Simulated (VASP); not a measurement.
LiSnF4, 6 atoms in the cell. The structure is tetragonal, space group P4/mmm (No. 123). Conventional cell: a = 4.270 Å, b = 4.270 Å, c = 6.823 Å, α = 90.00°, β = 90.00°, γ = 90.00°. Li (site symmetry 4/mmm) has 16 F at 3.29 to 4.02 Å and 4 Li at 4.27 Å within 4.3 Å. Sn (site symmetry 4/mmm) has 6 F at 2.10 to 2.13 Å within 2.8 Å. Within 2.8 Å of F (site symmetry 4mm) lie 1 Sn at 2.10 Å and 1 F at 2.62 Å. Within 2.8 Å of F (site symmetry mmm) lie 2 Sn at 2.13 Å. 

```yaml
Program: VASP 6.6.1
Task: single point
Functional: PBE
Potentials_or_basis: VASP PAW PBE potentials, release 64 (Li_sv, Sn_d, F_h)
Cutoff: 910 eV
k_mesh: 4 × 4 × 4
Occupations: gaussian, width 0.1 eV
Spin: no spin polarisation
Dipole_correction: no
Further_INCAR_settings: ALGO = Normal; EDIFF = 1e-06; NBANDS = 32
```

Potentials or basis: VASP PAW PBE potentials, release 64 (Li_sv, Sn_d, F_h).

Launch:

```console
$ cat potpaw_PBE.64/Li_sv/POTCAR potpaw_PBE.64/Sn_d/POTCAR potpaw_PBE.64/F_h/POTCAR > POTCAR
$ mpirun -np 1 vasp_std > vasp.out
```

Hardware: 1 thread of AMD EPYC 7R43 64-Core Processor (Zen 3) (shared host).

**Question.** Estimate the wall time of this run.

**Answer.** It took 4.6 min on 1 thread of AMD EPYC 7R43 64-Core Processor (Zen 3) (shared host), peak memory 0.38 GiB. Counts: scf iterations 14, k points 18.
